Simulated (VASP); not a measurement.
Wanted: the native input for a VASP 6.6.1 run.

- Task: relaxation of cell and atoms
- Functional: PBE
- Potentials or basis: VASP PAW PBE potentials, release 64 (Lu)
- Cutoff: 600 eV
- k mesh: 6 × 6 × 2
- Occupations: gaussian, width 0.05 eV
- Spin: no spin polarisation
- Dipole correction: no
- Further INCAR settings: ALGO = Fast; EDIFF = 1e-07; IBRION = 2; EDIFFG = -0.03; NSW = 80; ISIF = 3

The structure of Lu lies in POSCAR:

```
Lu
1.0
    3.4926397243      0.0000000000      0.0000000000
   -1.7463198622      3.0247147275      0.0000000000
    0.0000000000      0.0000000000     11.2375914737
Lu
4
Direct
    0.0000000000      0.0000000000      0.0000000000
    0.0000000000      0.0000000000      0.5000000000
    0.3333333333      0.6666666667      0.2500000000
    0.6666666667      0.3333333333      0.7500000000
```

One way to write it, as run:

INCAR

```
PREC = Accurate
ENCUT = 600
EDIFF = 1E-7
ISMEAR = 0
SIGMA = 0.05
LREAL = False
LASPH = True
NELM = 80
ALGO = Fast
ISIF = 3
LWAVE = False
LCHARG = False
GGA = PE
IBRION = 2
NSW = 80
EDIFFG = -0.03
```

KPOINTS

```
regular mesh
0
Gamma
  6 6 2
```

Potentials or basis: VASP PAW PBE potentials, release 64 (Lu).

Launch:

```bash
$ cat potpaw_PBE.64/Lu/POTCAR > POTCAR
$ mpirun -np 1 vasp_std > vasp.out
```

Results of the run:

The relaxed volume is 29.02 Å³/atom, the relaxed cell is a = 3.496 Å, b = 3.496 Å, c = 10.965 Å, α = 90.00°, β = 90.00°, γ = 120.00° and the space group after relaxing (to 0.1 Å) is P6_3/mmc (No. 194). The energy gained by relaxing is 4.2 meV/atom. The ionic steps are 8. The pressure after relaxing is 0.0 GPa and the band gap on the k mesh is zero (bands 50 and 51 overlap by 2.69 eV).

Caveat: spin-orbit coupling is left out, which moves the levels of the heavy elements.

Wall time 63 min on 1 thread of Intel(R) Xeon(R) Platinum 8259CL CPU @ 2.50GHz (Skylake/Cascade Lake), with other jobs on the host, peak memory 0.32 GiB.
